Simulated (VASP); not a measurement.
Input of a VASP 6.6.1 run:

The input POSCAR:

```
BaTiO3
1.0
    2.8794103441      1.6624283372      2.3557290333
   -2.8794103441      1.6624283372      2.3557290333
    0.0000000000     -3.3248566745      2.3557290333
Ba Ti O
1 1 3
Direct
    0.0020091225      0.0020091225      0.0020091225
    0.5140268344      0.5140268344      0.5140268344
    0.4887826182      0.9774998067      0.4887826182
    0.4887826182      0.4887826182      0.9774998067
    0.9774998067      0.4887826182      0.4887826182
```

File INCAR.step1:

```
ALGO     = Normal         # electronic algorithm
EDIFF    = 1E-4           # SCF threshold, eV
ENCUT    = 520            # plane-wave cutoff, eV
GGA      = PE             # functional
ISMEAR   = 0              # smearing method
LASPH    = T              # aspherical terms in the spheres
LCHARG   = F              # write CHGCAR
LDAU     = T              # DFT+U
LDAUJ    = 0 0 0        
LDAUL    = -1 2 -1        # shell
LDAUTYPE = 2            
LDAUU    = 0 4 0          # U, eV
LMAXMIX  = 4              # l up to which the mixer works
LREAL    = F              # projectors in reciprocal space
LWAVE    = T              # write WAVECAR
NBANDS   = 28             # bands
NELM     = 150            # most SCF steps
PREC     = Accurate       # precision mode
SIGMA    = 0.02           # smearing width, eV
```

INCAR.step2

```
ALGO     = Normal         # electronic algorithm
EDIFF    = 1E-7           # SCF threshold, eV
ENCUT    = 520            # plane-wave cutoff, eV
ISIF     = 2              # what is computed and relaxed
ISMEAR   = 0              # smearing method
ISTART   = 1            
LASPH    = T              # aspherical terms in the spheres
LCHARG   = F              # write CHGCAR
LDAU     = T              # DFT+U
LDAUJ    = 0 0 0        
LDAUL    = -1 2 -1        # shell
LDAUPRINT= 1            
LDAUTYPE = 2            
LDAUU    = 0 4 0          # U, eV
LMAXMIX  = 4              # l up to which the mixer works
LMIXTAU  = T            
LREAL    = F              # projectors in reciprocal space
LWAVE    = F              # write WAVECAR
METAGGA  = R2SCAN         # meta-GGA
NBANDS   = 28             # bands
NELM     = 150            # most SCF steps
PREC     = Accurate       # precision mode
SIGMA    = 0.02           # smearing width, eV
```

File KPOINTS:

```
k-points
0
Gamma
  6 6 6
```

Potentials or basis: VASP PAW PBE potentials, release 64 (Ba_sv, Ti_sv, O).

The run is started by

```bash
$ cat potpaw_PBE.64/Ba_sv/POTCAR potpaw_PBE.64/Ti_sv/POTCAR potpaw_PBE.64/O/POTCAR > POTCAR
$ cp INCAR.step1 INCAR
$ mpirun -np 1 vasp_std > vasp.out
$ cp INCAR.step2 INCAR
$ mpirun -np 1 vasp_std > vasp.out
```

Task: What does it give for the largest force?

Result: 0.791 eV/Å.

Task: Predict the band gap on the k mesh.

Result: 3.19 eV (least direct gap 3.68 eV).

Task: Estimate the pressure.

Result: -1.1 GPa.

Stress tensor (GPa, compression positive):
```
-1.19  0.00  0.00
 0.00 -1.19  0.00
 0.00  0.00 -0.93
```

Caveat: the cell differs from its parent crystal (equal strain along all axes, cell held: +1.5 %, then relaxed in part); the PAW data sets were made with another functional, which shifts forces and pressure a little; spin-orbit coupling is left out, which moves the levels of the heavy elements. A k mesh can miss the band edges.
